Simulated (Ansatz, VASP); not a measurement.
## SiO2: VASP beside Ansatz

```
Si O
1.0
     4.19399    0.00000    0.00000
     0.00000    4.19399    0.00000
     0.00000    0.00000    2.67666
Si O
2 4
Direct
  0.00000 0.00000 0.00000
  0.50000 0.50000 0.50000
  0.30670 0.30670 0.00000
  0.19330 0.80670 0.50000
  0.69330 0.69330 0.00000
  0.80670 0.19330 0.50000
```

Change from the starting cell: volume scaled by 1.01.

Alike in both runs: task single point; functional PBE; k mesh 6 × 6 × 9; occupations fermi-dirac, width 0.03 eV; no spin polarisation.

```csv
,VASP,Ansatz
version,VASP 6.6.1,Ansatz 0.2.0
potentials or method,"VASP PAW PBE potentials, release 64 (Si, O), cutoff 520 eV","all-electron LAPW, scalar-relativistic"
```

```csv
,VASP,Ansatz,Ansatz less VASP
gap on the k mesh at the Fermi level (eV),5.44,5.46,+0.026
pressure (GPa),7.7,7.5,-0.19
"traceless stress, the component that is largest in VASP (GPa)",0.36,-0.08,-0.439
rms of the force components (eV/Å),0.082,0.072,-0.0095
```

Atom by atom the forces differ by 0.010 eV/Å (rms over components). Ansatz ran all-electron here, and VASP with PAW potentials.
